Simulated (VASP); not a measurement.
Runs of VASP 6.6.1 on Be6N. The structure is that of space group P6/mmm (No. 191), or close to it. The cells are those of the table. 

```tsv
task	cell	k mesh	cutoff (eV)	k mesh for the DOS	occupations for the DOS	gap on the mesh (eV)	pressure (GPa)	relaxed volume (Å³/atom)	largest force (eV/Å)
relaxation of cell and atoms	relaxed from a = 3.900, b = 3.900, c = 3.304 Å, angles 90.0, 90.0, 120.0°, 7 atoms	6 × 6 × 6	600	-	-	-	0.0	9.51	0.01
single point	a = 6.385, b = 6.385, c = 2.031 Å, angles 90.0, 90.0, 120.0°, 7 atoms	6 × 6 × 18	520	-	-	none	0.1	-	-
single point	a = 6.441, b = 6.441, c = 1.993 Å, angles 90.0, 90.0, 120.0°, 7 atoms	6 × 6 × 6	520	-	-	none	0.2	-	0.01
relaxation of cell and atoms	relaxed from a = 6.441, b = 6.441, c = 1.993 Å, angles 90.0, 90.0, 120.0°, 7 atoms	6 × 6 × 18	600	-	-	-	0.1	(b)	0.01
single point	a = 3.900, b = 3.900, c = 3.304 Å, angles 90.0, 90.0, 120.0°, 7 atoms	6 × 6 × 6	520	-	-	none	(a)	-	0.07
```

Alike in all rows: level PBE; potentials or basis VASP PAW PBE potentials, release 64 (Be, N); no spin polarisation; smearing gaussian 0.1 eV.

**Question.** Estimate the missing entries.

**Answer.** (a) 218.2; (b) 10.24.

Caveats: some runs use coarse meshes; the bands computed are all filled at some k points, so no gap is given (some runs); the volume moved by over 15 % at a fixed basis, so the end points are rough (some runs).

A gap of «none» marks levels without a gap at the run's occupations.
